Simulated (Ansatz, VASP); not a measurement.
Two plane-wave programs on SiO2

INCAR

```
SYSTEM = SiO2
  PREC = Accurate
  ENCUT = 520
  EDIFF = 1E-7
  ISMEAR = 0
  SIGMA = 0.05
  LREAL = .False.
  LASPH = .True.
  NELM = 100
  ALGO = Normal
  ISIF = 2
  LWAVE = .False.
  LCHARG = .False.
  GGA = PE
  NBANDS = 25
```

Contents of KPOINTS:

```
regular mesh
0
Gamma
  6 6 8
  0 0 0
```

Contents of POSCAR:

```
SiO2
1.0
    4.1088000000      0.0000000000      0.0000000000
    0.0000000000      4.1088000000      0.0000000000
    0.0000000000      0.0000000000      2.7705000000
Si O
2 4
Direct
    0.5000000000      0.5000000000      0.5000000000
    0.0000000000      0.0000000000      0.0000000000
    0.6930127928      0.6930127928      0.0000000000
    0.1930127928      0.8069872072      0.5000000000
    0.3069872072      0.3069872072      0.0000000000
    0.8069872072      0.1930127928      0.5000000000
```

Input for Ansatz:

```yaml
crystal:
  lattice:
    - [4.1088, 0.0, 0.0]
    - [0.0, 4.1088, 0.0]
    - [0.0, 0.0, 2.7705]
  atoms:
    - { symbol: Si, position: [0.5, 0.5, 0.5] }
    - { symbol: Si, position: [0.0, 0.0, 0.0] }
    - { symbol: O, position: [0.6930127928, 0.6930127928, 0.0] }
    - { symbol: O, position: [0.1930127928, 0.8069872072, 0.5] }
    - { symbol: O, position: [0.3069872072, 0.3069872072, 0.0] }
    - { symbol: O, position: [0.8069872072, 0.1930127928, 0.5] }
basis:
  ecutwfc: 520.0
kpoints:
  mp_grid: { grid: [6, 6, 8] }
hamiltonian:
  xc: pbe
  pseudopotentials: { kind: paw, azcp: { folder: soft_1 } }
scf:
  occupations: { method: gaussian, width: 0.05 }
output:
  forces: true
  stress: true
  eigenvalues: true
```

Alike in both runs: task single point; functional PBE; k mesh 6 × 6 × 8; occupations gaussian, width 0.05 eV; no spin polarisation.

|  | VASP | Ansatz |
| --- | --- | --- |
| version | VASP 6.6.1 | Ansatz 0.2.0 |
| potentials or method | VASP PAW PBE potentials, release 64 (Si, O), cutoff 520 eV | scalar-relativistic, plane waves, PAW |
| valence electrons in the cell | 32 | 32 |

Ansatz gave:

```
gap on the k mesh at the Fermi level (eV)                     : 5.33
least direct gap on the mesh (eV)                             : 5.33
pressure (GPa)                                                : 7.6
traceless stress, the component that is largest in VASP (GPa) : -15.97
rms of the force components (eV/Å)                            : 0.268
```

Estimate VASP's values.

gap on the k mesh at the Fermi level (eV): 5.32; least direct gap on the mesh (eV): 5.32; pressure (GPa): 7.9; traceless stress, the component that is largest in VASP (GPa): -15.64; rms of the force components (eV/Å): 0.270.

Atom by atom the forces differ by 0.002 eV/Å (rms over components). The functional is the same, so the differences come from potentials, cutoffs and numerics.
